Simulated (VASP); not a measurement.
Write the native input for VASP 6.6.1 that does the following.

```yaml
Task: single point
Functional: PBE
Potentials_or_basis: VASP PAW PBE potentials, release 64 (Al, B, Sb)
Cutoff: 520 eV
k_mesh: 5 × 5 × 2
Occupations: gaussian, width 0.2 eV
Spin: no spin polarisation
Dipole_correction: no
Further_INCAR_settings: ALGO = Normal; EDIFF = 1e-06; NBANDS = 23
```

The structure of Al4B3Sb lies in POSCAR:

```
Al4B3Sb
1.0
    3.5156088108      0.0000000000      0.0000000000
   -1.7578044054      3.0446065399      0.0000000000
    0.0000000000      0.0000000000     10.5193874026
Al B Sb
4 3 1
Direct
    0.3333333333      0.6666666667      0.7887289840
    0.3333333333      0.6666666667      0.3932112648
    0.6666666667      0.3333333333      0.2112710160
    0.6666666667      0.3333333333      0.6067887352
    0.0000000000      0.0000000000      0.5000000000
    0.0000000000      0.0000000000      0.3283588807
    0.0000000000      0.0000000000      0.6716411193
    0.0000000000      0.0000000000      0.0000000000
```

The cell was built from a structure type or drawn by symmetry, and may not be a known phase.

The input as run:

INCAR

```
SYSTEM = Al4B3Sb
PREC     = Accurate       ! precision mode
ENCUT    = 520            ! plane-wave cutoff, eV
EDIFF    = 1E-6           ! SCF threshold, eV
ISMEAR   = 0              ! smearing method
SIGMA    = 0.2            ! smearing width, eV
LREAL    = .FALSE.        ! projectors in reciprocal space
LASPH    = .TRUE.         ! aspherical terms in the spheres
NELM     = 80             ! most SCF steps
ALGO     = Normal         ! electronic algorithm
ISIF     = 2              ! what is computed and relaxed
LWAVE    = .FALSE.        ! write WAVECAR
LCHARG   = .FALSE.        ! write CHGCAR
GGA      = PE             ! functional
NBANDS   = 23             ! bands
```

KPOINTS

```
Automatic mesh
0
G
  5 5 2
  0 0 0
```

Potentials or basis: VASP PAW PBE potentials, release 64 (Al, B, Sb).

The run is started by

```sh
$ cat potpaw_PBE.64/Al/POTCAR potpaw_PBE.64/B/POTCAR potpaw_PBE.64/Sb/POTCAR > POTCAR
$ mpirun -np 1 vasp_std > vasp.out
```

It gave:

```json
{"Pressure": "0.3 GPa", "Largest force": "0.036 eV/Å", "Band gap on the k mesh": "zero (bands 13 and 14 overlap by 3.92 eV)"}
```

Caveat: the k points lie up to 0.41 Å⁻¹ apart, too coarse for converged energies and pressures of a metal; spin-orbit coupling is left out, which moves the levels of the heavy elements.

It took 46 s on 1 thread of Intel Xeon 8259CL, on a shared host, peak memory 0.25 GiB.
